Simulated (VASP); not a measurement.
The system is HfTaN2.

```
CELL_PARAMETERS angstrom
4.43500 0.00000 0.00000
0.00000 4.43500 0.00000
0.00000 0.00000 4.43500
ATOMIC_POSITIONS crystal
Hf 0.00000 0.00000 0.00000
Hf 0.00000 0.50000 0.50000
Ta 0.50000 0.00000 0.50000
Ta 0.50000 0.50000 0.00000
N 0.50000 0.50000 0.50000
N 0.00000 0.00000 0.50000
N 0.00000 0.50000 0.00000
N 0.50000 0.00000 0.00000
```

```yaml
Program: VASP 6.6.1
Task: relaxation of volume and atoms at fixed shape
Functional: LDA
Potentials_or_basis: VASP PAW LDA potentials, release 64 (Hf_pv, Ta_pv, N)
Cutoff: 600 eV
k_mesh: 6 × 6 × 6
Occupations: fermi-dirac, width 0.05 eV
Spin: no spin polarisation
```

At the start: pressure -6.7 GPa; volume 10.90 Å³/atom.

**Question.** Where does the relaxation end?

**Answer.** Over 3 steps the energy falls by 4.7 meV/atom and the volume is 10.69 Å³/atom (-2.0 %); space group P4/mmm (No. 123, to 0.1 Å) before and after.

Step by step:
```csv
step,energy change (eV),largest force (eV/Å),pressure (GPa),volume (Å³)
1,0.0000,0.0000,-6.70,87.23
2,0.1618,0.0000,17.32,81.61
3,-0.0379,0.0000,-0.12,85.48
```

Final structure:
```
CELL_PARAMETERS angstrom
4.40515 0.00000 0.00000
0.00000 4.40515 0.00000
0.00000 0.00000 4.40515
ATOMIC_POSITIONS crystal
Hf 0.00000 0.00000 0.00000
Hf 0.00000 0.50000 0.50000
Ta 0.50000 0.00000 0.50000
Ta 0.50000 0.50000 0.00000
N 0.50000 0.50000 0.50000
N 0.00000 0.00000 0.50000
N 0.00000 0.50000 0.00000
N 0.50000 0.00000 0.00000
```
